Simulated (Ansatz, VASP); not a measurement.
# CaAs2Pd2: VASP beside Ansatz

```xyz
5
Lattice="-2.1173 2.1173 5.0158 2.1173 -2.1173 5.0158 2.1173 2.1173 -5.0158" Properties=species:S:1:pos:R:3 pbc="T T T"
Ca    0.0000    0.0000    0.0000
As    0.0000    0.0000    3.8027
As    0.0000    0.0000    6.2290
Pd    0.0000    2.1173    2.5079
Pd    2.1173    0.0000    2.5079
```

Alike in both runs: functional LDA; k mesh 12 × 12 × 12; occupations gaussian, width 0.1 eV; no spin polarisation.

Ansatz relaxed the structure, and its values are those at the end. VASP's run is a single point on that final structure, the one shown.

```csv
,VASP,Ansatz
version,VASP 6.6.1,Ansatz 0.2.0
potentials or method,"VASP PAW LDA potentials, release 64 (Ca_sv, As, Pd), cutoff 500 eV","scalar-relativistic, plane waves, PAW"
valence electrons in the cell,40,76
```

VASP gave:

| Quantity | Value |
| --- | --- |
| gap on the k mesh at the Fermi level (eV) | none |
| pressure (GPa) | 0.5 |
| rms of the force components (eV/Å) | 0.005 |

**Question.** Estimate Ansatz's values.

**Answer.** gap on the k mesh at the Fermi level (eV): none; pressure (GPa): 0.0; rms of the force components (eV/Å): 0.000.

LDA's correlation is that of Perdew and Zunger in VASP and of Perdew and Wang (1992) in Ansatz. A gap of «none» marks a metal or a gap that the smearing closes. VASP's potentials hold 40 valence electrons a cell and Ansatz's 76, so a difference there can come from the potentials and not from the codes.
